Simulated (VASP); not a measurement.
# CdO (Fm-3m) in VASP: a series of runs, part 2 of 2

VASP 6.6.1. The steps go on from the part before.

## 3. Single point, b88 exchange, pbe correlation

This run uses another cell than the first one, of 13.49 Å³/atom.

INCAR

```
SYSTEM = CdO
  PREC = Accurate
  ENCUT = 600
  EDIFF = 1E-6
  ISMEAR = -1
  SIGMA = 0.05
  LREAL = .FALSE.
  LASPH = .TRUE.
  NELM = 120
  ALGO = Normal
  ISIF = 2
  LWAVE = .FALSE.
  LCHARG = .FALSE.
  GGA = LIBXC
  LIBXC1 = GGA_X_B88
  LIBXC2 = GGA_C_PBE
  NBANDS = 16
  GGA_COMPAT = .FALSE.
```

KPOINTS

```
regular mesh
0
G
  10 10 10
  0 0 0
```

POSCAR

```
CdO
1.0
    0.0000000000      2.3804180193      2.3804180193
    2.3804180193      0.0000000000      2.3804180193
    2.3804180193      2.3804180193      0.0000000000
Cd O
1 1
Direct
    0.0000000000      0.0000000000      0.0000000000
    0.5000000000      0.5000000000      0.5000000000
```

Potentials or basis: VASP PAW PBE potentials, release 64 (Cd, O).

Command:

```
> cat potpaw_PBE.64/Cd/POTCAR potpaw_PBE.64/O/POTCAR > POTCAR
> mpirun -np 1 vasp_std > vasp.out
```

OUTCAR:

```text
SYSTEM = CdO
   PREC = Accurate
   ENCUT = 600
   EDIFF = 1E-6
   ISMEAR = -1
   LREAL = .FALSE.
   LASPH = .TRUE.
   NELM = 120
   ISIF = 2
   GGA = LIBXC

 ion  position               nearest neighbor table
   1  0.000  0.000  0.000-   2 2.38   2 2.38   2 2.38   2 2.38   2 2.38   2 2.38
   2  0.500  0.500  0.500-   1 2.38   1 2.38   1 2.38   1 2.38   1 2.38   1 2.38

  LATTYP: Found a face centered cubic cell.
 ALAT       =     4.7608360386

  Lattice vectors:

 A1 = (   0.0000000000,   2.3804180193,   2.3804180193)
 A2 = (   2.3804180193,   0.0000000000,   2.3804180193)
 A3 = (   2.3804180193,   2.3804180193,   0.0000000000)

Analysis of symmetry for initial positions (statically):
=====================================================================
 Subroutine PRICEL returns:
 Original cell was already a primitive cell.

 Routine SETGRP: Setting up the symmetry group for a
 face centered cubic supercell.

 Subroutine GETGRP returns: Found 48 space group operations
 (whereof 48 operations were pure point group operations)
 out of a pool of 48 trial point group operations.

The static configuration has the point symmetry O_h .

Analysis of symmetry for dynamics (positions and initial velocities):
=====================================================================
 Subroutine PRICEL returns:
 Original cell was already a primitive cell.

 Routine SETGRP: Setting up the symmetry group for a
 face centered cubic supercell.

 Subroutine GETGRP returns: Found 48 space group operations
 (whereof 48 operations were pure point group operations)
 out of a pool of 48 trial point group operations.

The dynamic configuration has the point symmetry O_h .

 Subroutine INISYM returns: Found 48 space group operations
 (whereof 48 operations are pure point group operations),
 and found     1 'primitive' translations

----------------------------------------------------------------------------------------

                                     Primitive cell

[... 109 lines left out ...]
     AMIX     =   0.40;   BMIX     =  1.00
     AMIX_MAG =   1.60;   BMIX_MAG =  1.00
  volume/ion in A,a.u.               =      13.49        91.02
  Fermi-wavevector in a.u.,A,eV,Ry     =   1.430548  2.703344 27.843882  2.046468
  Thomas-Fermi vector in A             =   2.550381
   LORBIT       =      0    0 simple, 1 ext, 2 COOP (PROOUT), +10 PAW based schemes
   GGA     = LIBXC    functional components
   LHFCALC =     F    Hartree Fock is set to
   AEXX    =    0.0000 exact exchange contribution
   IVDW    =     0    specifies the selected vdW correction
   LEPSILON=     F    determine dielectric tensor
   LRPA    =     F    only Hartree local field effects (RPA)
 non-spin polarized calculation
  energy-cutoff  :      600.00
  volume of cell :       26.98
 maximum number of plane-waves:       934
   NGX = 13   NGY = 13   NGZ = 13

 number of electron      17.9999995 magnetization

 Free energy of the ion-electron system (eV)
  ---------------------------------------------------
  ext. energy  EPLUGINS =         0.00000000
  ---------------------------------------------------
  free energy    TOTEN  =        -7.45747697 eV

  energy without entropy =       -7.45692563  energy(sigma->0) =       -7.45720130

 E-fermi :   1.7828     XC(G=0): -11.5217

 val. band max:        1.6123950078   @ k =   0.5000   0.0000   0.0000
 cond. band min:       2.1727286325   @ k =   0.1000   0.0000   0.0000
 fundamental gap:      0.5603336247
 Fermi energy:         1.7828058926

 k-point     1 :       0.0000    0.0000    0.0000
  band No.  band energies     occupation
      1     -15.4668      2.00000
      2      -5.0316      2.00000
      3      -5.0316      2.00000
      4      -5.0316      2.00000
      5      -4.7523      2.00000
      6      -4.7523      2.00000
[... 433 lines left out ...]
      3      -5.0542      2.00000
      4      -4.7564      2.00000
      5      -4.6036      2.00000
      6      -4.4936      2.00000
[... 8 lines left out ...]
     15      24.7476      0.00000
     16      25.5019      0.00000

 [... further k-points ...]

------------------------ aborting loop because EDIFF is reached ----------------------------------------

  FORCE on cell =-STRESS in cart. coord.  units (eV):
  Direction    XX          YY          ZZ          XY          YZ          ZX
  --------------------------------------------------------------------------------------
  -------------------------------------------------------------------------------------
  Total        0.1882823      0.1882823      0.1882823     -0.0000000     -0.0000000      0.0000000
  in kB       11.1822803     11.1822803     11.1822803     -0.0000000     -0.0000000      0.0000000
  external PRESSURE =      11.1822803 kB  Pullay stress =       0.0000000 kB

 VOLUME and BASIS-vectors are now :
 -----------------------------------------------------------------------------
  energy-cutoff  :      600.00
  volume of cell :       26.98
      direct lattice vectors                 reciprocal lattice vectors
     0.000000000  2.380418019  2.380418019    -0.210047141  0.210047141  0.210047141
     2.380418019  0.000000000  2.380418019     0.210047141 -0.210047141  0.210047141
     2.380418019  2.380418019  0.000000000     0.210047141  0.210047141 -0.210047141

 POSITION                                       TOTAL-FORCE (eV/Angst)
 -----------------------------------------------------------------------------------
      0.00000      0.00000      0.00000         0.000000     -0.000000      0.000000
      2.38042      2.38042      2.38042         0.000000      0.000000     -0.000000
 -----------------------------------------------------------------------------------
    total drift:                                0.000000      0.000000      0.000000

  FREE ENERGIE OF THE ION-ELECTRON SYSTEM (eV)
  ---------------------------------------------------
  free  energy   TOTEN  =        -7.4574769679 eV

  energy  without entropy=       -7.4569256333  energy(sigma->0) =       -7.45720130
```

stdout:

```text
POSCAR found type information on POSCAR CdO
 POSCAR found :  2 types and       2 ions
 scaLAPACK will be used
 -----------------------------------------------------------------------------
|                                                                             |
|                                                                             |
|     You enforced a specific xc type in the INCAR file but a different       |
|     I HOPE YOU KNOW WHAT YOU ARE DOING!                                     |
|                                                                             |
 -----------------------------------------------------------------------------

 LDA part: xc-table for (None,None), standard interpolation
 POSCAR, INCAR and KPOINTS ok, starting setup
 FFT: planning ... GRIDC
 FFT: planning ... GRID_SOFT
 FFT: planning ... GRID
 WAVECAR not read
 entering main loop
```

Run time: 53 s. Hardware: 1 thread of Intel Xeon 8259CL, shared host; peak memory 0.17 GiB.

What came out:

```yaml
Free_energy: -7.4575 eV
Pressure: 1.1 GPa
Band_gap_on_the_k_mesh: zero (bands 9 and 10 overlap by 0.49 eV)
```

Levels at points of the mesh, in eV from the Fermi level:
| k point | band 7 | band 8 | band 9 | band 10 | band 11 | band 12 |
| --- | --- | --- | --- | --- | --- | --- |
| (0.00, 0.00, 0.00) | -1.35 | -1.35 | -1.35 | -0.66 | 14.80 | 16.61 |
| (0.50, 0.00, 0.00) | -3.88 | -0.17 | -0.17 | 4.28 | 6.87 | 11.59 |
| (0.50, 0.50, 0.00) | -4.21 | -2.28 | -2.28 | 3.55 | 8.23 | 10.94 |

Caveat: semilocal functionals underestimate gaps, and a narrow one can read as zero; the PAW data sets were made with another functional, which shifts forces and pressure a little.

## 4. Single point, b88 exchange, pbe correlation

This run uses another cell than the first one, of 13.75 Å³/atom.

INCAR

```
  ALGO = Normal
  EDIFF = 1E-6
  ENCUT = 600
  GGA = LIBXC
  GGA_COMPAT = False
  ISIF = 2
  ISMEAR = -1
  LASPH = True
  LCHARG = False
  LIBXC1 = GGA_X_B88
  LIBXC2 = GGA_C_PBE
  LREAL = False
  LWAVE = False
  NBANDS = 16
  NELM = 120
  PREC = Accurate
  SIGMA = 0.05
```

KPOINTS

```
k-points
0
Gamma
  10 10 10
```

POSCAR

```
CdO
1.0
    0.0000000000      2.3955803263      2.3955803263
    2.3955803263      0.0000000000      2.3955803263
    2.3955803263      2.3955803263      0.0000000000
Cd O
1 1
Direct
    0.0000000000      0.0000000000      0.0000000000
    0.5000000000      0.5000000000      0.5000000000
```

Command:

```
> cat potpaw_PBE.64/Cd/POTCAR potpaw_PBE.64/O/POTCAR > POTCAR
> mpirun -np 1 vasp_std > vasp.out
```

Wall time 58 s (1 thread of Intel Xeon 8259CL, shared host); peak memory 0.17 GiB.

Results (log left out):

- Free energy: -7.4582 eV
- Pressure: -1.3 GPa
- Band gap on the k mesh: zero (bands 9 and 10 overlap by 0.53 eV)

Levels at points of the mesh, in eV from the Fermi level:
| k point | band 5 | band 6 | band 7 | band 8 | band 9 | band 10 | band 11 | band 12 | band 13 | band 14 |
| --- | --- | --- | --- | --- | --- | --- | --- | --- | --- | --- |
| (0.00, 0.00, 0.00) | -6.52 | -6.52 | -1.29 | -1.29 | -1.29 | -0.70 | 14.76 | 16.48 | 16.48 | 16.48 |
| (0.50, 0.00, 0.00) | -6.31 | -6.31 | -3.84 | -0.17 | -0.17 | 4.26 | 6.73 | 11.49 | 11.49 | 17.01 |
| (0.50, 0.50, 0.00) | -6.19 | -5.95 | -4.09 | -2.20 | -2.20 | 3.47 | 8.15 | 10.87 | 12.70 | 12.70 |

Caveat: semilocal functionals underestimate gaps, and a narrow one can read as zero; the PAW data sets were made with another functional, which shifts forces and pressure a little.

## 5. Single point, LDA

This run uses another cell than the first one, of 12.97 Å³/atom.

INCAR

```
SYSTEM = CdO
  PREC = Accurate
  ENCUT = 700
  EDIFF = 1E-6
  ISMEAR = -1
  SIGMA = 0.05
  LREAL = .FALSE.
  LASPH = .TRUE.
  NELM = 120
  ALGO = Normal
  ISIF = 2
  LWAVE = .FALSE.
  LCHARG = .TRUE.
  LELF = .TRUE.
  LVHAR = .TRUE.
  NBANDS = 20
  GGA_COMPAT = .FALSE.
```

KPOINTS

```
regular mesh
0
G
  10 10 10
  0 0 0
```

POSCAR

```
CdO
1.0
    0.0000000000      2.3495000000      2.3495000000
    2.3495000000      0.0000000000      2.3495000000
    2.3495000000      2.3495000000      0.0000000000
Cd O
1 1
Direct
    0.0000000000      0.0000000000      0.0000000000
    0.5000000000      0.5000000000      0.5000000000
```

Potentials or basis: VASP PAW LDA potentials, release 64 (Cd_sv_GW, O).

Command:

```
> cat potpaw_LDA.64/Cd_sv_GW/POTCAR potpaw_LDA.64/O/POTCAR > POTCAR
> mpirun -np 1 vasp_std > vasp.out
```

OUTCAR:

```text
SYSTEM = CdO
   PREC = Accurate
   ENCUT = 700
   EDIFF = 1E-6
   ISMEAR = -1
   LREAL = .FALSE.
   LASPH = .TRUE.
   NELM = 120
   ISIF = 2

 ion  position               nearest neighbor table
   1  0.000  0.000  0.000-
   2  0.500  0.500  0.500-

  LATTYP: Found a face centered cubic cell.
 ALAT       =     4.6990000000

  Lattice vectors:

 A1 = (   0.0000000000,   2.3495000000,   2.3495000000)
 A2 = (   2.3495000000,   0.0000000000,   2.3495000000)
 A3 = (   2.3495000000,   2.3495000000,   0.0000000000)

Analysis of symmetry for initial positions (statically):
=====================================================================
 Subroutine PRICEL returns:
 Original cell was already a primitive cell.

 Routine SETGRP: Setting up the symmetry group for a
 face centered cubic supercell.

 Subroutine GETGRP returns: Found 48 space group operations
 (whereof 48 operations were pure point group operations)
 out of a pool of 48 trial point group operations.

The static configuration has the point symmetry O_h .

Analysis of symmetry for dynamics (positions and initial velocities):
=====================================================================
 Subroutine PRICEL returns:
 Original cell was already a primitive cell.

 Routine SETGRP: Setting up the symmetry group for a
 face centered cubic supercell.

 Subroutine GETGRP returns: Found 48 space group operations
 (whereof 48 operations were pure point group operations)
 out of a pool of 48 trial point group operations.

The dynamic configuration has the point symmetry O_h .

 Subroutine INISYM returns: Found 48 space group operations
 (whereof 48 operations are pure point group operations),
 and found     1 'primitive' translations

[... 105 lines left out ...]
   NELECT =      26.0000    total number of electrons
   NUPDOWN=      -1.0000    fix difference up-down
   EMIN   =  10.00;   EMAX   =-10.00  energy-range for DOS
   EFERMI =   0.00;   METHOD = LEGACY
   ISMEAR =    -1;   SIGMA  =   0.05  broadening in eV -4-tet -1-fermi 0-gaus
   EFERMI_NEDOS =   21; number of points for ismear=-14 and -15
   IALGO  =     38    algorithm
   IMIX   =      4    mixing-type and parameters
     AMIX     =   0.40;   BMIX     =  1.00
     AMIX_MAG =   1.60;   BMIX_MAG =  1.00
  volume/ion in A,a.u.               =      12.97        87.52
  Fermi-wavevector in a.u.,A,eV,Ry     =   1.638377  3.096084 36.521834  2.684279
  Thomas-Fermi vector in A             =   2.729360
   LORBIT       =      0    0 simple, 1 ext, 2 COOP (PROOUT), +10 PAW based schemes
   GGA     = CA    functional components
   LHFCALC =     F    Hartree Fock is set to
   AEXX    =    0.0000 exact exchange contribution
   IVDW    =     0    specifies the selected vdW correction
   LEPSILON=     F    determine dielectric tensor
   LRPA    =     F    only Hartree local field effects (RPA)
 non-spin polarized calculation
  energy-cutoff  :      700.00
  volume of cell :       25.94
 maximum number of plane-waves:      1106
 NGX is ok and might be reduce to    30
   NGX = 15   NGY = 15   NGZ = 15

 number of electron      25.9999995 magnetization

 Free energy of the ion-electron system (eV)
  ---------------------------------------------------
  ext. energy  EPLUGINS =         0.00000000
  ---------------------------------------------------
  free energy    TOTEN  =        -9.40511102 eV

  energy without entropy =       -9.40457445  energy(sigma->0) =       -9.40484274

 E-fermi :   4.8069     XC(G=0): -12.4485

 val. band max:        4.6448269562   @ k =   0.5000   0.0000   0.0000
 cond. band min:       5.1769400131   @ k =   0.1000   0.0000   0.0000
 fundamental gap:      0.5321130568
 Fermi energy:         4.8068931140

 k-point     1 :       0.0000    0.0000    0.0000
  band No.  band energies     occupation
      1     -95.1298      2.00000
      2     -56.5314      2.00000
      3     -56.5314      2.00000
      4     -56.5314      2.00000
      5     -12.4712      2.00000
      6      -2.0278      2.00000
[... 541 lines left out ...]
     19      27.9403      0.00000
     20      27.9517      0.00000

 [... further k-points ...]

------------------------ aborting loop because EDIFF is reached ----------------------------------------

  FORCE on cell =-STRESS in cart. coord.  units (eV):
  Direction    XX          YY          ZZ          XY          YZ          ZX
  --------------------------------------------------------------------------------------
  -------------------------------------------------------------------------------------
  Total       -0.9715870     -0.9715870     -0.9715870      0.0000000      0.0000000     -0.0000000
  in kB      -60.0117015    -60.0117015    -60.0117015      0.0000000      0.0000000     -0.0000000
  external PRESSURE =     -60.0117015 kB  Pullay stress =       0.0000000 kB

 VOLUME and BASIS-vectors are now :
 -----------------------------------------------------------------------------
  energy-cutoff  :      700.00
  volume of cell :       25.94
      direct lattice vectors                 reciprocal lattice vectors
     0.000000000  2.349500000  2.349500000    -0.212811236  0.212811236  0.212811236
     2.349500000  0.000000000  2.349500000     0.212811236 -0.212811236  0.212811236
     2.349500000  2.349500000  0.000000000     0.212811236  0.212811236 -0.212811236

 POSITION                                       TOTAL-FORCE (eV/Angst)
 -----------------------------------------------------------------------------------
      0.00000      0.00000      0.00000        -0.000000     -0.000000      0.000000
      2.34950      2.34950      2.34950         0.000000      0.000000      0.000000
 -----------------------------------------------------------------------------------
    total drift:                               -0.000000      0.000000      0.000000

  FREE ENERGIE OF THE ION-ELECTRON SYSTEM (eV)
  ---------------------------------------------------
  free  energy   TOTEN  =        -9.4051110224 eV

  energy  without entropy=       -9.4045744517  energy(sigma->0) =       -9.40484274
```

stdout:

```text
POSCAR found type information on POSCAR CdO
 POSCAR found :  2 types and       2 ions
 scaLAPACK will be used
 LDA part: xc-table for (Slater(with rela. corr.)+CA(PZ))
 , standard interpolation
 POSCAR, INCAR and KPOINTS ok, starting setup
 FFT: planning ... GRIDC
 FFT: planning ... GRID_SOFT
 FFT: planning ... GRID
 WAVECAR not read
 entering main loop
```

Run time: 30 s. Hardware: 1 thread of AMD EPYC 7R13 (Zen 3), shared host; peak memory 0.16 GiB.

What came out:

| Property | Result |
| --- | --- |
| Free energy | -9.4051 eV |
| Pressure | -6.0 GPa |
| Band gap on the k mesh | zero (bands 13 and 14 overlap by 0.50 eV) |

Caveat: the cell stands under tension; semilocal functionals underestimate gaps, and a narrow one can read as zero.

## 6. Single point, LDA

This run uses another cell than the first one, of 12.71 Å³/atom.

INCAR

```
ALGO = Normal
EDIFF = 1E-6
ENCUT = 700
GGA = CA
GGA_COMPAT = F
ISIF = 2
ISMEAR = -1
LASPH = T
LCHARG = F
LREAL = F
LWAVE = F
NBANDS = 20
NELM = 120
PREC = Accurate
SIGMA = 0.05
```

KPOINTS

```
k-points
0
Gamma
  10 10 10
```

POSCAR

```
CdO
1.0
    0.0000000000      2.3337310685      2.3337310685
    2.3337310685      0.0000000000      2.3337310685
    2.3337310685      2.3337310685      0.0000000000
Cd O
1 1
Direct
    0.0000000000      0.0000000000      0.0000000000
    0.5000000000      0.5000000000      0.5000000000
```

Potentials or basis: VASP PAW LDA potentials, release 64 (Cd_sv_GW, O).

Command:

```
> cat potpaw_LDA.64/Cd_sv_GW/POTCAR potpaw_LDA.64/O/POTCAR > POTCAR
> mpirun -np 1 vasp_std > vasp.out
```

Wall time 77 s (1 thread of AMD EPYC, shared host); peak memory 0.15 GiB.

The run converged. Its results:

| Quantity | Value |
| --- | --- |
| Free energy | -9.4190 eV |
| Pressure | -3.1 GPa |
| Band gap on the k mesh | zero (bands 13 and 14 overlap by 0.46 eV) |

Levels at points of the mesh, in eV from the Fermi level:
| k point | band 10 | band 11 | band 12 | band 13 | band 14 | band 15 | band 16 | band 17 |
| --- | --- | --- | --- | --- | --- | --- | --- | --- |
| (0.00, 0.00, 0.00) | -6.56 | -1.65 | -1.65 | -1.65 | -0.62 | 14.18 | 16.85 | 16.85 |
| (0.50, 0.00, 0.00) | -6.28 | -4.06 | -0.16 | -0.16 | 4.12 | 7.15 | 11.56 | 11.56 |
| (0.50, 0.50, 0.00) | -5.76 | -4.73 | -2.65 | -2.65 | 3.60 | 8.27 | 11.02 | 13.07 |

Caveat: the cell stands under tension; semilocal functionals underestimate gaps, and a narrow one can read as zero.

## 7. Overview

| level | potentials or basis | cell | cutoff (eV) | gap on the mesh (eV) | pressure (GPa) |
| --- | --- | --- | --- | --- | --- |
| b88 exchange, pbe correlation | VASP PAW PBE potentials, release 64 (Cd, O) | a = 3.345 Å, angles 60.0°, 2 atoms | 600 | none | 3.8 |
| b88 exchange, pbe correlation | VASP PAW PBE potentials, release 64 (Cd, O) | a = 3.366 Å, angles 60.0°, 2 atoms | 600 | none | 1.1 |
| b88 exchange, pbe correlation | VASP PAW PBE potentials, release 64 (Cd, O) | a = 3.388 Å, angles 60.0°, 2 atoms | 600 | none | -1.3 |
| LDA | VASP PAW LDA potentials, release 64 (Cd_sv_GW, O) | a = 3.323 Å, angles 60.0°, 2 atoms | 700 | none | -6.0 |
| LDA | VASP PAW LDA potentials, release 64 (Cd_sv_GW, O) | a = 3.300 Å, angles 60.0°, 2 atoms | 700 | none | -3.1 |

Alike in all rows: task single point; no spin polarisation; k mesh 10 × 10 × 10; smearing fermi-dirac 0.05 eV.

Caveats: semilocal functionals underestimate gaps, and a narrow one can read as zero; the PAW data sets were made with another functional, which shifts forces and pressure a little (at least some runs); the cell stands under tension (at least some runs); the cell stands under pressure (at least some runs).

Absolute energies hang on the potentials; compare differences alone.

The gap in the log of VASP goes by the Fermi energy; the results here count the filled bands.